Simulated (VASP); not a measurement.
# AlB3P4: relaxation of cell and atoms with PBE

AlB3P4:

```
CELL_PARAMETERS angstrom
3.23222 0.00000 0.00000
0.00000 3.23222 4.57106
0.00000 -3.23222 4.57106
ATOMIC_POSITIONS crystal
B 0.00000 0.00000 0.00000
B 0.50000 0.00000 0.50000
B 0.50000 0.50000 0.00000
Al 0.00000 0.50000 0.50000
P 0.50000 0.12500 0.12500
P 0.00000 0.12500 0.62500
P 0.00000 0.62500 0.12500
P 0.50000 0.62500 0.62500
```

| Item | Value |
| --- | --- |
| Program | VASP 6.6.1 |
| Task | relaxation of cell and atoms |
| Functional | PBE |
| Potentials or basis | VASP PAW PBE potentials, release 64 (B, Al, P) |
| Cutoff | 600 eV |
| k mesh | 8 × 4 × 4 |
| Occupations | fermi-dirac, width 0.02 eV |
| Spin | no spin polarisation |
| Dipole correction | no |
| Further INCAR settings | ALGO = Normal; EDIFF = 1e-06; IBRION = 2; EDIFFG = -0.005; NSW = 80; ISIF = 3 |

The relaxed volume is 13.99 Å³/atom. The relaxed cell is a = 3.364 Å, b = 5.948 Å, c = 5.948 Å, α = 70.13°, β = 90.00°, γ = 90.00°. The space group after relaxing (to 0.05 Å) is Amm2 (No. 38). The energy gained by relaxing is 411.8 meV/atom, the ionic steps are 12 and the pressure after relaxing is 0.0 GPa. The largest force after relaxing is 0.004 eV/Å. The band gap on the k mesh is 0.46 eV, indirect (least direct gap 0.59 eV).

Forces in eV/Å, atoms in the order of the input:
```
B    0.000  0.000 -0.003
B    0.000 -0.003  0.003
B    0.000  0.003  0.003
Al   0.000  0.000  0.003
P    0.000  0.000 -0.003
P    0.000  0.001  0.000
P    0.000 -0.001  0.000
P    0.000  0.000 -0.002
```

The path:
| step | energy change (eV) | largest force (eV/Å) | pressure (GPa) | volume (Å³) |
| --- | --- | --- | --- | --- |
| 1 | 0.0000 | 8.0490 | 35.05 | 95.51 |
| 2 | -0.2432 | 3.7608 | -16.45 | 136.35 |
| 3 | -3.2241 | 0.8001 | -1.16 | 112.68 |
| 4 | -3.2360 | 0.8024 | -0.07 | 111.80 |
| 5 | -3.2376 | 0.8110 | 0.50 | 111.36 |
| 6 | -3.2810 | 0.4155 | -0.43 | 112.23 |
| 7 | -3.2819 | 0.2643 | -0.33 | 112.12 |
| 8 | -3.2942 | 0.0704 | 0.00 | 111.92 |
| 9 | -3.2942 | 0.0703 | -0.02 | 111.93 |
| 10 | -3.2946 | 0.0115 | 0.02 | 111.91 |
| 11 | -3.2946 | 0.0117 | 0.02 | 111.91 |
| 12 | -3.2946 | 0.0039 | 0.01 | 111.93 |

Final structure:
```cif
data_structure
_symmetry_space_group_name_H-M 'P 1'
_symmetry_Int_Tables_number 1
_cell_length_a 3.3637
_cell_length_b 5.9481
_cell_length_c 5.9481
_cell_angle_alpha 70.135
_cell_angle_beta 90.000
_cell_angle_gamma 90.000
_cell_volume 111.93
loop_
_atom_site_label
_atom_site_type_symbol
_atom_site_fract_x
_atom_site_fract_y
_atom_site_fract_z
_atom_site_occupancy
B1 B 0.00000 0.99733 0.99733 1
B2 B 0.50000 0.99674 0.50494 1
B3 B 0.50000 0.50494 0.99674 1
Al1 Al 0.00000 0.49812 0.49812 1
P1 P 0.50000 0.12357 0.12357 1
P2 P 0.00000 0.09617 0.63557 1
P3 P 0.00000 0.63557 0.09617 1
P4 P 0.50000 0.64757 0.64757 1
```

Levels at points of the mesh, in eV from the valence-band top:
```
           k point  band 14  band 15  band 16  band 17  band 18  band 19
(0.00, 0.00, 0.00)    -0.55    -0.55     0.00     0.59     0.83     1.82
(0.50, 0.00, 0.00)    -4.68    -2.89    -1.77     2.46     3.04     4.20
(0.00, 0.50, 0.00)    -2.05    -1.13    -0.40     1.51     1.77     2.15
(0.50, 0.50, 0.00)    -3.84    -3.19    -2.49     1.37     1.39     1.55
(0.00, 0.50, 0.50)    -2.85    -2.21    -0.79     0.98     1.19     2.63
(0.50, 0.50, 0.50)    -2.18    -1.90    -1.62     0.46     0.66     0.84
```

It took 7.7 min on 1 thread of Intel Xeon 6975P-C (shared host), peak memory 0.29 GiB.

Caveat: the volume moved by over 15 % at a fixed basis, so the end points are rough. Expect the measured gap to be larger: semilocal functionals such as PBE lack the derivative discontinuity.
